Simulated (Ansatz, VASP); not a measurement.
SbPb: VASP beside Ansatz

File INCAR:

```
SYSTEM = SbPb
ALGO = Normal
EDIFF = 1E-6
ENCUT = 520
GGA = CA
ISIF = 2
ISMEAR = 0
LASPH = .True.
LCHARG = .False.
LREAL = .False.
LWAVE = .False.
NBANDS = 16
NELM = 100
PREC = Accurate
SIGMA = 0.15
```

File KPOINTS:

```
k-points
0
Gamma
  14 14 14
  0 0 0
```

Contents of POSCAR:

```
SbPb
1.0
    0.0000000000      3.1287645299      3.1287645299
    3.1287645299      0.0000000000      3.1287645299
    3.1287645299      3.1287645299      0.0000000000
Sb Pb
1 1
Direct
    0.5000000000      0.5000000000      0.5000000000
    0.0000000000      0.0000000000      0.0000000000
```

Input for Ansatz:

```yaml
crystal:
  lattice:
    - [0.0, 3.1287645299, 3.1287645299]
    - [3.1287645299, 0.0, 3.1287645299]
    - [3.1287645299, 3.1287645299, 0.0]
  atoms:
    - { symbol: Sb, position: [0.5, 0.5, 0.5] }
    - { symbol: Pb, position: [0.0, 0.0, 0.0] }
basis:
  ecutwfc: 420
kpoints:
  mp_grid: { grid: [14, 14, 14] }
hamiltonian:
  xc: lda
scf:
  occupations: { method: gaussian, width: 0.15 }
output:
  forces: true
  stress: true
  eigenvalues: true
```

Alike in both runs: task single point; functional LDA; k mesh 14 × 14 × 14; occupations gaussian, width 0.15 eV; no spin polarisation.

```csv
,VASP,Ansatz
version,VASP 6.6.1,Ansatz 0.2.0
potentials or method,"VASP PAW LDA potentials, release 64 (Sb, Pb_d), cutoff 520 eV","scalar-relativistic, plane waves, PAW"
valence electrons in the cell,19,29
```

Ansatz gave:

```
gap on the k mesh at the Fermi level (eV) : none
pressure (GPa)                            : -1.4
```

What did VASP give for the same quantities?

gap on the k mesh at the Fermi level (eV): none; pressure (GPa): -1.3.

LDA's correlation is that of Perdew and Zunger in VASP and of Perdew and Wang (1992) in Ansatz. A gap of «none» marks a metal or a gap that the smearing closes. VASP's potentials hold 19 valence electrons a cell and Ansatz's 29, so a difference there can come from the potentials and not from the codes.

Spin-orbit coupling is off throughout.
